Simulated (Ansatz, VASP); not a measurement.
# Two plane-wave programs on AlRu

Contents of POSCAR:

```
AlRu
1.0
    2.9916000000      0.0000000000      0.0000000000
    0.0000000000      2.9916000000      0.0000000000
    0.0000000000      0.0000000000      2.9916000000
Al Ru
1 1
Direct
    0.0000000000      0.0000000000      0.0000000000
    0.5000000000      0.5000000000      0.5000000000
```

INCAR.step1

```
ALGO = Normal
EDIFF = 1E-5
ENCUT = 550
GGA = PE
GGA_COMPAT = F
ISMEAR = 0
LASPH = T
LCHARG = F
LREAL = F
LWAVE = T
NBANDS = 16
NELM = 120
PREC = Accurate
SIGMA = 0.1
```

INCAR.step2

```
ALGO = Normal
EDIFF = 1E-6
ENCUT = 550
GGA_COMPAT = F
ISIF = 2
ISMEAR = 0
ISTART = 1
LASPH = T
LCHARG = F
LMIXTAU = T
LREAL = F
LWAVE = F
METAGGA = R2SCAN
NBANDS = 16
NELM = 120
PREC = Accurate
SIGMA = 0.1
```

Contents of KPOINTS:

```
k-points
0
Gamma
  6 6 6
```

Input for Ansatz:

```yaml
crystal:
  lattice:
    - [2.9916, 0.0, 0.0]
    - [0.0, 2.9916, 0.0]
    - [0.0, 0.0, 2.9916]
  atoms:
    - { symbol: Al, position: [0.0, 0.0, 0.0] }
    - { symbol: Ru, position: [0.5, 0.5, 0.5] }
basis:
  ecutwfc: 500
kpoints:
  mp_grid: { grid: [6, 6, 6] }
hamiltonian:
  xc: r2scan
scf:
  occupations: { method: gaussian, width: 0.1 }
output:
  forces: true
  stress: true
  eigenvalues: true
```

Alike in both runs: task single point; functional r2SCAN; k mesh 6 × 6 × 6; occupations gaussian, width 0.1 eV; no spin polarisation.

```csv
,VASP,Ansatz
version,VASP 6.6.1,Ansatz 0.2.0
potentials or method,"VASP PAW PBE potentials, release 64 (Al, Ru_pv), cutoff 550 eV","scalar-relativistic, plane waves, PAW"
valence electrons in the cell,17,19
```

Ansatz gave:

| Item | Value |
| --- | --- |
| gap on the k mesh at the Fermi level (eV) | none |
| pressure (GPa) | -2.1 |

**Question.** Estimate VASP's values.

**Answer.** gap on the k mesh at the Fermi level (eV): none; pressure (GPa): -2.0.

VASP's potentials were made for PBE, not for r2SCAN. A gap of «none» marks a metal or a gap that the smearing closes. With one functional, cell and mesh, what is left measures potentials, basis and numerics. VASP's potentials hold 17 valence electrons a cell and Ansatz's 19, so a difference there can come from the potentials and not from the codes.
